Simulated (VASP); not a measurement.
A run of VASP 6.6.1 is set up as follows.

Contents of INCAR:

```
SYSTEM = MgO
  PREC = Accurate
  ENCUT = 520
  EDIFF = 1E-8
  ISMEAR = 0
  SIGMA = 0.01
  LREAL = .False.
  LASPH = .True.
  NELM = 80
  ALGO = Normal
  ISIF = 2
  LWAVE = .False.
  LCHARG = .True.
  GGA = PS
  IBRION = 8
  NSW = 1
  LEPSILON = .True.
```

KPOINTS

```
regular mesh
0
Gamma
  8 8 8
  0 0 0
```

POSCAR

```
MgO
1.0
    0.0000000000      2.1074458598      2.1074458598
    2.1074458598      0.0000000000      2.1074458598
    2.1074458598      2.1074458598      0.0000000000
Mg O
1 1
Direct
    0.0000000000      0.0000000000      0.0000000000
    0.5000000000      0.5000000000      0.5000000000
```

Potentials or basis: VASP PAW PBE potentials, release 64 (Mg, O).

The run is started by

```bash
$ cat potpaw_PBE.64/Mg/POTCAR potpaw_PBE.64/O/POTCAR > POTCAR
$ mpirun -np 1 vasp_std > vasp.out
```

Q: Estimate the electronic dielectric tensor (diagonal).

A: 3.17.

Q: What does it give for the Born charges (mean of the diagonal)?

A: Mg +1.97; O -1.97 e.

Q: Estimate the highest phonon frequency at Γ, LO-TO splitting left out.

A: 390 cm⁻¹.

Born effective charge tensors (e):
atom 1, Mg
```
1.97 0.00 0.00
0.00 1.97 0.00
0.00 0.00 1.97
```
atom 2, O
```
-1.97  0.00  0.00
 0.00 -1.97  0.00
 0.00  0.00 -1.97
```
